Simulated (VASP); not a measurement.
# Ag (Fm-3m) in VASP: a series of runs

Runs on Ag. Level: PBE. Tasks: single point.

Everything below comes from runs of VASP 6.6.1. Logs are shortened: lines on timing, memory, paths and dates and some standing lists are left out, and cuts for length are marked.

**1. The cell of the first run**

Symmetry: Fm-3m, No. 225, cubic system. Conventional cell: a = 4.127 Å, b = 4.127 Å, c = 4.127 Å, α = 90.00°, β = 90.00°, γ = 90.00°. Ag (site symmetry m-3m) has 12 Ag at 2.92 Å within 3.8 Å.

**2. Single point, PBE (volume scaled by 1.03)**

INCAR

```
  PREC = Accurate
  ENCUT = 520
  EDIFF = 1E-6
  ISMEAR = -1
  SIGMA = 0.03
  LREAL = F
  LASPH = T
  NELM = 80
  ALGO = Normal
  ISIF = 2
  LWAVE = F
  LCHARG = T
  GGA = PE
  LELF = T
  LVHAR = T
  NBANDS = 12
```

KPOINTS

```
regular mesh
0
Gamma
  15 15 15
```

POSCAR

```
Ag
1.0
    0.0000000000      2.0633300285      2.0633300285
    2.0633300285      0.0000000000      2.0633300285
    2.0633300285      2.0633300285      0.0000000000
Ag
1
Direct
    0.0000000000      0.0000000000      0.0000000000
```

Potentials or basis: VASP PAW PBE potentials, release 64 (Ag).

The run is started by

```bash
cat potpaw_PBE.64/Ag/POTCAR > POTCAR
mpirun -np 1 vasp_std > vasp.out
```

OUTCAR:

```text
PREC = Accurate
   ENCUT = 520
   EDIFF = 1E-6
   ISMEAR = -1
   LREAL = F
   LASPH = T
   NELM = 80
   ISIF = 2
   GGA = PE

 ion  position               nearest neighbor table
   1  0.000  0.000  0.000-

  LATTYP: Found a face centered cubic cell.
 ALAT       =     4.1266600570

  Lattice vectors:

 A1 = (   0.0000000000,   2.0633300285,   2.0633300285)
 A2 = (   2.0633300285,   0.0000000000,   2.0633300285)
 A3 = (   2.0633300285,   2.0633300285,   0.0000000000)

Analysis of symmetry for initial positions (statically):
=====================================================================
 Subroutine PRICEL returns:
 Original cell was already a primitive cell.

 Routine SETGRP: Setting up the symmetry group for a
 face centered cubic supercell.

 Subroutine GETGRP returns: Found 48 space group operations
 (whereof 48 operations were pure point group operations)
 out of a pool of 48 trial point group operations.

The static configuration has the point symmetry O_h .

Analysis of symmetry for dynamics (positions and initial velocities):
=====================================================================
 Subroutine PRICEL returns:
 Original cell was already a primitive cell.

 Routine SETGRP: Setting up the symmetry group for a
 face centered cubic supercell.

 Subroutine GETGRP returns: Found 48 space group operations
 (whereof 48 operations were pure point group operations)
 out of a pool of 48 trial point group operations.

The dynamic configuration has the point symmetry O_h .

 Subroutine INISYM returns: Found 48 space group operations
 (whereof 48 operations are pure point group operations),
 and found     1 'primitive' translations

----------------------------------------------------------------------------------------

                                     Primitive cell

  volume of cell :      17.5686

  direct lattice vectors                    reciprocal lattice vectors
     0.000000000  2.063330028  2.063330028    -0.242326721  0.242326721  0.242326721
     2.063330028  0.000000000  2.063330028     0.242326721 -0.242326721  0.242326721
     2.063330028  2.063330028  0.000000000     0.242326721  0.242326721 -0.242326721

  length of vectors
     2.917989310  2.917989310  2.917989310     0.419722193  0.419722193  0.419722193

  position of ions in fractional coordinates (direct lattice)
     0.000000000  0.000000000  0.000000000

  ion indices of the primitive-cell ions
   primitive index   ion index
                 1           1

----------------------------------------------------------------------------------------

 KPOINTS: regular mesh

Automatic generation of k-mesh.
 Grid dimensions read from file:
 generate k-points for:   15   15   15

 Generating k-lattice:

  Cartesian coordinates                     Fractional coordinates (reciprocal lattice)
    -0.016155115  0.016155115  0.016155115     0.066666667  0.000000000  0.000000000
     0.016155115 -0.016155115  0.016155115     0.000000000  0.066666667  0.000000000
     0.016155115  0.016155115 -0.016155115     0.000000000  0.000000000  0.066666667

  Length of vectors
     0.027981480  0.027981480  0.027981480

  Shift w.r.t. Gamma in fractional coordinates (k-lattice)
     0.000000000  0.000000000  0.000000000

 Subroutine IBZKPT returns following result:
 ===========================================

 Found    120 irreducible k-points:

 Following reciprocal coordinates:
            Coordinates               Weight
  0.000000  0.000000  0.000000      1.000000
  0.066667  0.000000  0.000000      8.000000
  0.133333  0.000000  0.000000      8.000000
  0.200000  0.000000  0.000000      8.000000
  0.266667  0.000000  0.000000      8.000000
  0.333333  0.000000  0.000000      8.000000
[... 16 lines left out ...]
  0.133333  0.133333  0.000000      6.000000
  0.200000  0.133333  0.000000     24.000000
 [... further k-points ...]
   k-points           NKPTS =    120   k-points in BZ     NKDIM =    120   number of bands    NBANDS=     12
   number of dos      NEDOS =    301   number of ions     NIONS =      1
   total plane-waves  NPLWV =  13824
   dimension x,y,z NGX =    24 NGY =   24 NGZ =   24
   dimension x,y,z NGXF=    48 NGYF=   48 NGZF=   48
   ions per type =               1
   NGX,Y,Z   is equivalent  to a cutoff of  13.67, 13.67, 13.67 a.u.
   NGXF,Y,Z  is equivalent  to a cutoff of  27.35, 27.35, 27.35 a.u.
 SYSTEM =  unknown system
   PREC   = accura    normal or accurate (medium, high low for compatibility)
   ISTART =      0    job   : 0-new  1-cont  2-samecut
   ICHARG =      2    charge: 1-file 2-atom 10-const
   ISPIN  =      1    spin polarized calculation?
   LNONCOLLINEAR =      F non collinear calculations
   LSORBIT =      F    spin-orbit coupling
   LASPH  =      T    aspherical Exc in radial PAW
   ENCUT  =  520.0 eV  38.22 Ry    6.18 a.u.   5.43  5.43  5.43*2*pi/ulx,y,z
   NELM   =     80;   NELMIN=  2; NELMDL= -5     # of ELM steps
   EDIFF  = 0.1E-05   stopping-criterion for ELM
   LREAL  =      F    real-space projection
   EDIFFG = 0.1E-04   stopping-criterion for IOM
   NSW    =      0    number of steps for IOM
   IBRION =     -1    ionic relax: 0-MD 1-quasi-New 2-CG
   NFREE  =      0    steps in history (QN), initial steepest desc. (CG)
   ISIF   =      2    stress and relaxation
   ISYM   =      2    0-nonsym 1-usesym 2-fastsym
   POTIM  = 0.5000    time-step for ionic-motion
   TEBEG  =    0.0;   TEEND  =   0.0 temperature during run
   PSTRESS=    0.0 pullay stress
   NELECT =      11.0000    total number of electrons
   NUPDOWN=      -1.0000    fix difference up-down
   EMIN   =  10.00;   EMAX   =-10.00  energy-range for DOS
   EFERMI =   0.00;   METHOD = LEGACY
   ISMEAR =    -1;   SIGMA  =   0.03  broadening in eV -4-tet -1-fermi 0-gaus
   EFERMI_NEDOS =   21; number of points for ismear=-14 and -15
   IALGO  =     38    algorithm
   IMIX   =      4    mixing-type and parameters
     AMIX     =   0.40;   BMIX     =  1.00
     AMIX_MAG =   1.60;   BMIX_MAG =  1.00
  volume/ion in A,a.u.               =      17.57       118.56
  Fermi-wavevector in a.u.,A,eV,Ry     =   1.400534  2.646626 26.687771  1.961496
  Thomas-Fermi vector in A             =   2.523485
   LORBIT       =      0    0 simple, 1 ext, 2 COOP (PROOUT), +10 PAW based schemes
   GGA     = PE    functional components
   LHFCALC =     F    Hartree Fock is set to
   AEXX    =    0.0000 exact exchange contribution
   IVDW    =     0    specifies the selected vdW correction
   LEPSILON=     F    determine dielectric tensor
   LRPA    =     F    only Hartree local field effects (RPA)
 non-spin polarized calculation
  energy-cutoff  :      520.00
  volume of cell :       17.57
 maximum number of plane-waves:       495
 NGX is ok and might be reduce to    24
   NGX = 11   NGY = 11   NGZ = 11

 number of electron      10.9999999 magnetization

 Free energy of the ion-electron system (eV)
  ---------------------------------------------------
  ext. energy  EPLUGINS =         0.00000000
  ---------------------------------------------------
  free energy    TOTEN  =        -2.71288088 eV

  energy without entropy =       -2.71132770  energy(sigma->0) =       -2.71210429

 E-fermi :   8.1591     XC(G=0): -12.0327

 val. band max:        8.1388640459   @ k =  -0.3333   0.2000   0.0000
 cond. band min:       8.1792704889   @ k =  -0.2667   0.2667   0.0667
 fundamental gap:      0.0404064430
 Fermi energy:         8.1590705388

 k-point     1 :       0.0000    0.0000    0.0000
  band No.  band energies     occupation
      1       0.4703      2.00000
      2       3.3164      2.00000
      3       3.3164      2.00000
      4       3.3164      2.00000
      5       4.2962      2.00000
      6       4.2962      2.00000
      7      23.9773      0.00000
      8      27.3784      0.00000
      9      27.3784      0.00000
     10      27.3784      0.00000
     11      32.1145      0.00000
     12      33.0635      0.00000

 k-point     2 :       0.0667    0.0000    0.0000
  band No.  band energies     occupation
      1       0.6058      2.00000
      2       3.2866      2.00000
      3       3.3528      2.00000
      4       3.3528      2.00000
      5       4.2825      2.00000
      6       4.2825      2.00000
      7      23.9797      0.00000
      8      26.2468      0.00000
      9      27.4208      0.00000
     10      27.4208      0.00000
     11      32.0246      0.00000
     12      32.9204      0.00000

 k-point     3 :       0.1333    0.0000    0.0000
  band No.  band energies     occupation
      1       0.9893      2.00000
      2       3.2292      2.00000
      3       3.4405      2.00000
      4       3.4405      2.00000
      5       4.2635      2.00000
      6       4.2635      2.00000
      7      23.1648      0.00000
      8      24.9416      0.00000
      9      27.5018      0.00000
     10      27.5018      0.00000
     11      30.9993      0.00000
     12      32.3908      0.00000
[... 286 lines left out ...]
 k-point    23 :       0.1333    0.1333    0.0000
  band No.  band energies     occupation
      1       1.1651      2.00000
      2       3.0571      2.00000
      3       3.5691      2.00000
      4       3.5691      2.00000
      5       4.0638      2.00000
      6       4.4104      2.00000
      7      24.1594      0.00000
      8      25.5453      0.00000
      9      25.5453      0.00000
     10      25.5550      0.00000
     11      31.2689      0.00000
     12      32.9392      0.00000

 k-point    24 :       0.2000    0.1333    0.0000
  band No.  band energies     occupation
      1       1.5785      2.00000
      2       2.9449      2.00000
      3       3.6578      2.00000
      4       3.6900      2.00000
      5       4.0704      2.00000
      6       4.4767      2.00000
      7      22.8798      0.00000
      8      24.5301      0.00000
      9      24.7939      0.00000
     10      26.3531      0.00000
     11      29.6520      0.00000
     12      32.9551      0.00000

 [... further k-points ...]
[... 5 lines left out ...]
  --------------------------------------------------------------------------------------
  -------------------------------------------------------------------------------------
  Total        0.1350177      0.1350177      0.1350177     -0.0000000      0.0000000      0.0000000
  in kB       12.3130356     12.3130356     12.3130356     -0.0000000      0.0000000      0.0000000
  external PRESSURE =      12.3130356 kB  Pullay stress =       0.0000000 kB

 VOLUME and BASIS-vectors are now :
 -----------------------------------------------------------------------------
  energy-cutoff  :      520.00
  volume of cell :       17.57
      direct lattice vectors                 reciprocal lattice vectors
     0.000000000  2.063330028  2.063330028    -0.242326721  0.242326721  0.242326721
     2.063330028  0.000000000  2.063330028     0.242326721 -0.242326721  0.242326721
     2.063330028  2.063330028  0.000000000     0.242326721  0.242326721 -0.242326721

 POSITION                                       TOTAL-FORCE (eV/Angst)
 -----------------------------------------------------------------------------------
      0.00000      0.00000      0.00000         0.000000      0.000000     -0.000000
 -----------------------------------------------------------------------------------
    total drift:                               -0.000000      0.000000      0.000000

  FREE ENERGIE OF THE ION-ELECTRON SYSTEM (eV)
  ---------------------------------------------------
  free  energy   TOTEN  =        -2.7128808773 eV

  energy  without entropy=       -2.7113277000  energy(sigma->0) =       -2.71210429
```

It took 17 s on 1 thread of Intel Xeon 6975P-C, shared host; peak memory 0.16 GiB.

What came out:

| Quantity | Value |
| --- | --- |
| Free energy | -2.7129 eV |
| Pressure | 1.2 GPa |

**3. Single point, PBE (volume scaled by 1.06)**

INCAR

```
SYSTEM = Ag
  PREC = Accurate
  ENCUT = 520
  EDIFF = 1E-7
  ISMEAR = -1
  SIGMA = 0.03
  LREAL = .False.
  LASPH = .True.
  NELM = 100
  ALGO = Normal
  ISIF = 2
  LWAVE = .False.
  LCHARG = .False.
  GGA = PE
  NBANDS = 12
```

KPOINTS

```
regular mesh
0
Gamma
  15 15 15
  0 0 0
```

POSCAR

```
Ag
1.0
    0.0000000000      2.0831709575      2.0831709575
    2.0831709575      0.0000000000      2.0831709575
    2.0831709575      2.0831709575      0.0000000000
Ag
1
Direct
    0.0000000000      0.0000000000      0.0000000000
```

Potentials or basis: VASP PAW PBE potentials, release 64 (Ag).

The run is started by

```bash
cat potpaw_PBE.64/Ag/POTCAR > POTCAR
mpirun -np 1 vasp_std > vasp.out
```

OUTCAR:

```text
SYSTEM = Ag
   PREC = Accurate
   ENCUT = 520
   EDIFF = 1E-7
   ISMEAR = -1
   LREAL = .False.
   LASPH = .True.
   NELM = 100
   ISIF = 2
   GGA = PE

 ion  position               nearest neighbor table
   1  0.000  0.000  0.000-

  LATTYP: Found a face centered cubic cell.
 ALAT       =     4.1663419150

  Lattice vectors:

 A1 = (   0.0000000000,   2.0831709575,   2.0831709575)
 A2 = (   2.0831709575,   0.0000000000,   2.0831709575)
 A3 = (   2.0831709575,   2.0831709575,   0.0000000000)

Analysis of symmetry for initial positions (statically):
=====================================================================
 Subroutine PRICEL returns:
 Original cell was already a primitive cell.

 Routine SETGRP: Setting up the symmetry group for a
 face centered cubic supercell.

 Subroutine GETGRP returns: Found 48 space group operations
 (whereof 48 operations were pure point group operations)
 out of a pool of 48 trial point group operations.

The static configuration has the point symmetry O_h .

Analysis of symmetry for dynamics (positions and initial velocities):
=====================================================================
 Subroutine PRICEL returns:
[... 160 lines left out ...]
 Fermi energy:         7.7675597201

 k-point     1 :       0.0000    0.0000    0.0000
  band No.  band energies     occupation
      1       0.2943      2.00000
      2       3.0352      2.00000
      3       3.0352      2.00000
      4       3.0352      2.00000
      5       3.9660      2.00000
      6       3.9660      2.00000
      7      23.5267      0.00000
      8      26.7581      0.00000
      9      26.7581      0.00000
     10      26.7581      0.00000
     11      31.4294      0.00000
     12      32.2099      0.00000
[... 331 lines left out ...]
 k-point    24 :       0.2000    0.1333    0.0000
  band No.  band energies     occupation
      1       1.3778      2.00000
      2       2.6837      2.00000
      3       3.3613      2.00000
      4       3.3917      2.00000
      5       3.7564      2.00000
      6       4.1381      2.00000
      7      22.2644      0.00000
      8      23.9839      0.00000
      9      24.1151      0.00000
     10      25.7412      0.00000
     11      28.7589      0.00000
     12      32.2477      0.00000

 [... further k-points ...]
[... 5 lines left out ...]
  --------------------------------------------------------------------------------------
  -------------------------------------------------------------------------------------
  Total       -0.1507871     -0.1507871     -0.1507871     -0.0000000     -0.0000000     -0.0000000
  in kB      -13.3619524    -13.3619524    -13.3619524     -0.0000000     -0.0000000     -0.0000000
  external PRESSURE =     -13.3619524 kB  Pullay stress =       0.0000000 kB

 VOLUME and BASIS-vectors are now :
 -----------------------------------------------------------------------------
  energy-cutoff  :      520.00
  volume of cell :       18.08
      direct lattice vectors                 reciprocal lattice vectors
     0.000000000  2.083170958  2.083170958    -0.240018707  0.240018707  0.240018707
     2.083170958  0.000000000  2.083170958     0.240018707 -0.240018707  0.240018707
     2.083170958  2.083170958  0.000000000     0.240018707  0.240018707 -0.240018707

 POSITION                                       TOTAL-FORCE (eV/Angst)
 -----------------------------------------------------------------------------------
      0.00000      0.00000      0.00000        -0.000000      0.000000      0.000000
 -----------------------------------------------------------------------------------
    total drift:                               -0.000000     -0.000000     -0.000000

  FREE ENERGIE OF THE ION-ELECTRON SYSTEM (eV)
  ---------------------------------------------------
  free  energy   TOTEN  =        -2.7128260362 eV

  energy  without entropy=       -2.7111342499  energy(sigma->0) =       -2.71198014
```

stdout:

```text
POSCAR found type information on POSCAR Ag
 POSCAR found :  1 types and       1 ions
 scaLAPACK will be used
 LDA part: xc-table for (Slater+PW92), standard interpolation
 POSCAR, INCAR and KPOINTS ok, starting setup
 FFT: planning ... GRIDC
 FFT: planning ... GRID_SOFT
 FFT: planning ... GRID
 WAVECAR not read
 entering main loop
```

Wall time 18 s (1 thread of Intel Xeon 6975P-C, shared host); peak memory 0.16 GiB.

What came out:

- Free energy: -2.7128 eV
- Pressure: -1.3 GPa

Levels at points of the mesh, in eV from the Fermi level:
| k point | band 4 | band 5 | band 6 | band 7 | band 8 | band 9 |
| --- | --- | --- | --- | --- | --- | --- |
| (0.00, 0.00, 0.00) | -4.73 | -3.80 | -3.80 | 15.76 | 18.99 | 18.99 |
